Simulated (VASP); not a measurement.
Runs of VASP 6.6.1 on CdSe. The structure is that of space group P6_3mc (No. 186), or close to it. The cells are those of the table. 

```csv
cell,gap on the mesh (eV),pressure (GPa)
"a = 4.324, b = 4.324, c = 7.058 Å, angles 90.0, 90.0, 120.0°, 4 atoms",(c),2.3
"a = 4.412, b = 4.412, c = 7.202 Å, angles 90.0, 90.0, 120.0°, 4 atoms",0.50,(a)
"a = 4.441, b = 4.441, c = 7.249 Å, angles 90.0, 90.0, 120.0°, 4 atoms",0.45,-1.4
"a = 4.354, b = 4.354, c = 7.106 Å, angles 90.0, 90.0, 120.0°, 4 atoms",(b),1.2
"a = 4.383, b = 4.383, c = 7.154 Å, angles 90.0, 90.0, 120.0°, 4 atoms",0.54,0.2
```

Alike in all rows: task single point; level PBE; potentials or basis VASP PAW PBE potentials, release 64 (Cd, Se); no spin polarisation; k mesh 10 × 10 × 6; cutoff (eV) 520; smearing gaussian 0.05 eV.

Question: Estimate the missing entries.

Answer: (a) -0.6; (b) 0.59; (c) 0.63.

A k mesh can miss the band edges, and the runs leave out spin-orbit coupling on Cd, Se.
